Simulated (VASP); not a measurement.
Wanted: the native input for a VASP 6.6.1 run.

```yaml
Task: single point
Functional: PBE
Potentials_or_basis: VASP PAW PBE potentials, release 64 (Ge_d, Mo_sv, W_sv)
Cutoff: 520 eV
k_mesh: 6 × 6 × 6
Occupations: gaussian, width 0.2 eV
Spin: no spin polarisation
Dipole_correction: no
Further_INCAR_settings: ALGO = Normal; EDIFF = 1e-07; NBANDS = 73
```

The structure of Ge6MoW2 lies in POSCAR:

```
Ge6MoW2
1.0
    0.0000000000     -3.3410618000      0.0000000000
    3.3410618000      0.0000000000      0.0000000000
   -1.6705309000      1.6705309000     12.4319686000
Ge Mo W
6 1 2
Direct
    0.7792300000      0.7792300000      0.5584600000
    0.4461980000      0.4461980000      0.8923960000
    0.1123540000      0.1123540000      0.2247080000
    0.8876460000      0.8876460000      0.7752920000
    0.5538020000      0.5538020000      0.1076040000
    0.2207700000      0.2207700000      0.4415400000
    0.0000000000      0.0000000000      0.0000000000
    0.6667670000      0.6667670000      0.3335340000
    0.3332330000      0.3332330000      0.6664660000
```

The input as run:

INCAR

```
PREC = Accurate ; ENCUT = 520
EDIFF = 1E-7 ; ISMEAR = 0
SIGMA = 0.2 ; LREAL = F
LASPH = T ; NELM = 80
ALGO = Normal ; ISIF = 2
LWAVE = F ; LCHARG = F
GGA = PE ; NBANDS = 73
```

KPOINTS

```
Automatic mesh
0
Gamma
  6 6 6
```

Potentials or basis: VASP PAW PBE potentials, release 64 (Ge_d, Mo_sv, W_sv).

Run with:

```bash
$ cat potpaw_PBE.64/Ge_d/POTCAR potpaw_PBE.64/Mo_sv/POTCAR potpaw_PBE.64/W_sv/POTCAR > POTCAR
$ mpirun -np 1 vasp_std > vasp.out
```

Results of the run:

```yaml
Pressure: 0.3 GPa
Largest_force: 0.014 eV/Å
Band_gap_on_the_k_mesh: zero (bands 63 and 64 overlap by 1.05 eV)
```

Caveat: spin-orbit coupling is left out, which moves the levels of the heavy elements.

Wall time 13 min on 1 thread of Intel Xeon 8259CL (shared host), peak memory 0.41 GiB.
